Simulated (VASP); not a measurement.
Here is a VASP 6.6.1 calculation.

The input INCAR:

```
ALGO = Normal
EDIFF = 1E-6
EDIFFG = -0.04
ENCUT = 600
GGA = PE
IBRION = 2
ISIF = 3
ISMEAR = 0
LASPH = True
LCHARG = False
LREAL = False
LWAVE = False
NELM = 100
NSW = 90
PREC = Accurate
SIGMA = 0.1
```

The input KPOINTS:

```
k-points
0
Gamma
  6 6 4
```

Contents of POSCAR:

```
AlB2P3
1.0
    4.2553427000      0.0000000000      0.0000000000
   -2.1276713500      3.6852348800      0.0000000000
    0.0000000000      0.0000000000      7.1389378100
Al B P
1 2 3
Direct
    0.0000000000      0.0000000000      0.0000000000
    0.3333333300      0.6666666700      0.5000000000
    0.6666666700      0.3333333300      0.5000000000
    0.3333333300      0.6666666700      0.0000000000
    0.6666666700      0.3333333300      0.0000000000
    0.0000000000      0.0000000000      0.5000000000
```

Potentials or basis: VASP PAW PBE potentials, release 64 (Al, B, P).

The run is started by

```bash
$ cat potpaw_PBE.64/Al/POTCAR potpaw_PBE.64/B/POTCAR potpaw_PBE.64/P/POTCAR > POTCAR
$ mpirun -np 1 vasp_std > vasp.out
```

Problem. What does it give for the band gap on the k mesh?

Solution. Zero (band 12 reaches 10.20 eV, above the bottom of band 13 at 6.52 eV).

Problem. Estimate the relaxed volume.

Solution. 12.27 Å³/atom.

Problem. What does it give for the relaxed cell?

Solution. a = 4.388 Å, b = 4.388 Å, c = 4.414 Å, α = 90.00°, β = 90.00°, γ = 120.00°.

Stress tensor (GPa, compression positive):
```
-0.52  0.00  0.00
 0.00 -0.52  0.00
 0.00  0.00  0.08
```

Caveat: the volume moved by over 15 % at a fixed basis, so the end points are rough.
